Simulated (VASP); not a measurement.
# TlF3 in VASP: notebook

Runs on TlF3. Level: PBE. Tasks: single point.

All numbers are computed with VASP 6.6.1; they aren't measurements. Logs are shortened: lines on timing, memory, paths and dates and some standing lists are left out, and cuts for length are marked.

## Step 1: The cell of the first run

The cell holds a molecule in a box, 4 atoms: a = 11.900 Å, b = 9.000 Å, c = 12.620 Å, α = 90.00°, β = 90.00°, γ = 90.00°.

## Step 2: Single point, PBE

INCAR reads:

```
SYSTEM = TlF3
ALGO = Normal
EDIFF = 1E-6
ENCUT = 520
GGA = PE
ISIF = 2
ISMEAR = 0
LASPH = .True.
LCHARG = .False.
LREAL = .False.
LWAVE = .False.
NBANDS = 25
NELM = 100
PREC = Accurate
SIGMA = 0.01
```

KPOINTS reads:

```
k-points
0
Gamma
  1 1 1
  0 0 0
```

POSCAR reads:

```
TlF3
1.0
   11.9000000000      0.0000000000      0.0000000000
    0.0000000000      9.0000000000      0.0000000000
    0.0000000000      0.0000000000     12.6200000000
Tl F
1 3
Direct
    0.4518411800      0.5000000000      0.4998296400
    0.3781512600      0.5000000000      0.6430816200
    0.3781512600      0.5000000000      0.3565768600
    0.6214554600      0.5000000000      0.4998296400
```

Potentials or basis: VASP PAW PBE potentials, release 64 (Tl_d, F).

Launch:

```
$ cat potpaw_PBE.64/Tl_d/POTCAR potpaw_PBE.64/F/POTCAR > POTCAR
$ mpirun -np 1 vasp_gam > vasp.out
```

OUTCAR:

```text
SYSTEM = TlF3
   EDIFF = 1E-6
   ENCUT = 520
   GGA = PE
   ISIF = 2
   ISMEAR = 0
   LASPH = .True.
   LREAL = .False.
   NELM = 100
   PREC = Accurate

 ion  position               nearest neighbor table
   1  0.452  0.500  0.500-   2 2.01   3 2.01   4 2.02
   2  0.378  0.500  0.643-   1 2.01
   3  0.378  0.500  0.357-   1 2.01
   4  0.621  0.500  0.500-   1 2.02

  LATTYP: Found a simple orthorhombic cell.
 ALAT       =     9.0000000000
 B/A-ratio  =     1.3222222222
 C/A-ratio  =     1.4022222222

  Lattice vectors:

 A1 = (   0.0000000000,  -9.0000000000,   0.0000000000)
 A2 = (  11.9000000000,   0.0000000000,   0.0000000000)
 A3 = (   0.0000000000,   0.0000000000,  12.6200000000)

Analysis of symmetry for initial positions (statically):
=====================================================================
 Subroutine PRICEL returns:
 Original cell was already a primitive cell.

 Routine SETGRP: Setting up the symmetry group for a
 simple orthorhombic supercell.

 Subroutine GETGRP returns: Found  4 space group operations
 (whereof  2 operations were pure point group operations)
 out of a pool of  8 trial point group operations.

The static configuration has the point symmetry C_1h.
 The point group associated with its full space group is C_2v.

Analysis of symmetry for dynamics (positions and initial velocities):
=====================================================================
 Subroutine PRICEL returns:
 Original cell was already a primitive cell.

 Routine SETGRP: Setting up the symmetry group for a
 simple orthorhombic supercell.

 Subroutine GETGRP returns: Found  4 space group operations
 (whereof  2 operations were pure point group operations)
 out of a pool of  8 trial point group operations.

The dynamic configuration has the point symmetry C_1h.
 The point group associated with its full space group is C_2v.

 Subroutine INISYM returns: Found  4 space group operations
 (whereof  2 operations are pure point group operations),
 and found     1 'primitive' translations

----------------------------------------------------------------------------------------

                                     Primitive cell

  volume of cell :    1351.6020

  direct lattice vectors                    reciprocal lattice vectors
    11.900000000  0.000000000  0.000000000     0.084033613  0.000000000  0.000000000
     0.000000000  9.000000000  0.000000000     0.000000000  0.111111111  0.000000000
     0.000000000  0.000000000 12.620000000     0.000000000  0.000000000  0.079239303

  length of vectors
    11.900000000  9.000000000 12.620000000     0.084033613  0.111111111  0.079239303

  position of ions in fractional coordinates (direct lattice)
     0.451841180  0.500000000  0.499829640
     0.378151260  0.500000000  0.643081620
     0.378151260  0.500000000  0.356576860
     0.621455460  0.500000000  0.499829640

  ion indices of the primitive-cell ions
   primitive index   ion index
                 1           1
                 2           2
                 3           3
                 4           4

----------------------------------------------------------------------------------------

 KPOINTS: k-points

Automatic generation of k-mesh.
 Grid dimensions read from file:
 generate k-points for:    1    1    1

 Generating k-lattice:

  Cartesian coordinates                     Fractional coordinates (reciprocal lattice)
     0.084033613  0.000000000  0.000000000     1.000000000  0.000000000  0.000000000
     0.000000000  0.111111111  0.000000000     0.000000000  1.000000000  0.000000000
     0.000000000  0.000000000  0.079239303     0.000000000  0.000000000  1.000000000

  Length of vectors
     0.084033613  0.111111111  0.079239303

  Shift w.r.t. Gamma in fractional coordinates (k-lattice)
     0.000000000  0.000000000  0.000000000

 Subroutine IBZKPT returns following result:
 ===========================================

 Found      1 irreducible k-points:

 Following reciprocal coordinates:
            Coordinates               Weight
  0.000000  0.000000  0.000000      1.000000
   k-points           NKPTS =      1   k-points in BZ     NKDIM =      1   number of bands    NBANDS=     25
   number of dos      NEDOS =    301   number of ions     NIONS =      4
   total plane-waves  NPLWV = 604800
   dimension x,y,z NGX =    90 NGY =   70 NGZ =   96
   dimension x,y,z NGXF=   180 NGYF=  140 NGZF=  192
   ions per type =               1   3
   NGX,Y,Z   is equivalent  to a cutoff of  12.57, 12.93, 12.65 a.u.
   NGXF,Y,Z  is equivalent  to a cutoff of  25.15, 25.86, 25.29 a.u.
 SYSTEM =  TlF3
   PREC   = accura    normal or accurate (medium, high low for compatibility)
   ISTART =      0    job   : 0-new  1-cont  2-samecut
   ICHARG =      2    charge: 1-file 2-atom 10-const
   ISPIN  =      1    spin polarized calculation?
   LNONCOLLINEAR =      F non collinear calculations
   LSORBIT =      F    spin-orbit coupling
   LASPH  =      T    aspherical Exc in radial PAW
   ENCUT  =  520.0 eV  38.22 Ry    6.18 a.u.  22.13 16.73 23.46*2*pi/ulx,y,z
   NELM   =    100;   NELMIN=  2; NELMDL= -5     # of ELM steps
   EDIFF  = 0.1E-05   stopping-criterion for ELM
   LREAL  =      F    real-space projection
[... 7 lines left out ...]
   TEBEG  =    0.0;   TEEND  =   0.0 temperature during run
   PSTRESS=    0.0 pullay stress
   NELECT =      34.0000    total number of electrons
   NUPDOWN=      -1.0000    fix difference up-down
   EMIN   =  10.00;   EMAX   =-10.00  energy-range for DOS
   EFERMI =   0.00;   METHOD = LEGACY
   ISMEAR =     0;   SIGMA  =   0.01  broadening in eV -4-tet -1-fermi 0-gaus
   EFERMI_NEDOS =   21; number of points for ismear=-14 and -15
   IALGO  =     38    algorithm
   IMIX   =      4    mixing-type and parameters
     AMIX     =   0.40;   BMIX     =  1.00
     AMIX_MAG =   1.60;   BMIX_MAG =  1.00
  volume/ion in A,a.u.               =     337.90      2280.27
  Fermi-wavevector in a.u.,A,eV,Ry     =   0.479680  0.906464  3.130603  0.230093
  Thomas-Fermi vector in A             =   1.476827
   LORBIT       =      0    0 simple, 1 ext, 2 COOP (PROOUT), +10 PAW based schemes
   GGA     = PE    functional components
   LHFCALC =     F    Hartree Fock is set to
   AEXX    =    0.0000 exact exchange contribution
   IVDW    =     0    specifies the selected vdW correction
   LEPSILON=     F    determine dielectric tensor
   LRPA    =     F    only Hartree local field effects (RPA)
 non-spin polarized calculation
 Gauss-broadening in eV      SIGMA  =   0.01
  energy-cutoff  :      520.00
  volume of cell :     1351.60
 maximum number of plane-waves:     18212
 NGX is ok and might be reduce to    90
   NGX = 45   NGY = 33   NGZ = 47

 number of electron      33.9999999 magnetization

 Free energy of the ion-electron system (eV)
  ---------------------------------------------------
  ext. energy  EPLUGINS =         0.00000000
  ---------------------------------------------------
  free energy    TOTEN  =       -12.87560056 eV

  energy without entropy =      -12.87560056  energy(sigma->0) =      -12.87560056

 E-fermi :  -8.6384     XC(G=0):  -0.8921

 val. band max:       -8.6931179840   @ k =   0.0000   0.0000   0.0000
 cond. band min:      -5.3543789750   @ k =   0.0000   0.0000   0.0000
 fundamental gap:      3.3387390090
 Fermi energy:        -8.6384037577

 k-point     1 :       0.0000    0.0000    0.0000
  band No.  band energies     occupation
      1     -28.5058      2.00000
      2     -28.3798      2.00000
      3     -28.1455      2.00000
      4     -17.4117      2.00000
      5     -17.3644      2.00000
      6     -17.3414      2.00000
[... 17 lines left out ...]
     24       1.1029      0.00000
     25       1.6191      0.00000

------------------------ aborting loop because EDIFF is reached ----------------------------------------

  FORCE on cell =-STRESS in cart. coord.  units (eV):
  Direction    XX          YY          ZZ          XY          YZ          ZX
  --------------------------------------------------------------------------------------
  -------------------------------------------------------------------------------------
  Total        0.9904328     -0.1058094      0.8970701      0.0000000      0.0000000      0.0000000
  in kB        1.1740505     -0.1254255      1.0633791      0.0000000      0.0000000      0.0000000
  external PRESSURE =       0.7040014 kB  Pullay stress =       0.0000000 kB

 VOLUME and BASIS-vectors are now :
 -----------------------------------------------------------------------------
  energy-cutoff  :      520.00
  volume of cell :     1351.60
      direct lattice vectors                 reciprocal lattice vectors
    11.900000000  0.000000000  0.000000000     0.084033613  0.000000000  0.000000000
     0.000000000  9.000000000  0.000000000     0.000000000  0.111111111  0.000000000
     0.000000000  0.000000000 12.620000000     0.000000000  0.000000000  0.079239303

 POSITION                                       TOTAL-FORCE (eV/Angst)
 -----------------------------------------------------------------------------------
      5.37691      4.50000      6.30785        -0.084324      0.000000      0.000000
      4.50000      4.50000      8.11569        -0.166429      0.000000      0.286615
      4.50000      4.50000      4.50000        -0.166429      0.000000     -0.286615
      7.39532      4.50000      6.30785         0.417182      0.000000      0.000000
 -----------------------------------------------------------------------------------
    total drift:                                0.000517      0.000000      0.018750

  FREE ENERGIE OF THE ION-ELECTRON SYSTEM (eV)
  ---------------------------------------------------
  free  energy   TOTEN  =       -12.8756005628 eV

  energy  without entropy=      -12.8756005628  energy(sigma->0) =      -12.87560056
```

Wall time 2.3 min (1 thread of Intel Xeon Platinum 8488C (Sapphire Rapids), shared host); peak memory 0.98 GiB.

Results:

| Quantity | Value |
| --- | --- |
| Free energy | -12.8756 eV |
| Largest force | 0.417 eV/Å |
| Gap between the frontier levels | 3.34 eV |

Forces in eV/Å, atoms in the order of the input:
```
Tl  -0.084  0.000  0.000
F   -0.166  0.000  0.287
F   -0.166  0.000 -0.287
F    0.417  0.000  0.000
```

Levels at points of the mesh, in eV from the valence-band top:
```tsv
k point	band 15	band 16	band 17	band 18	band 19	band 20
(0.00, 0.00, 0.00)	-0.20	-0.06	0.00	3.34	6.61	8.64
```

Caveat: spin-orbit coupling is left out, which moves the levels of the heavy elements.

(Continued in part 2 of 2.)
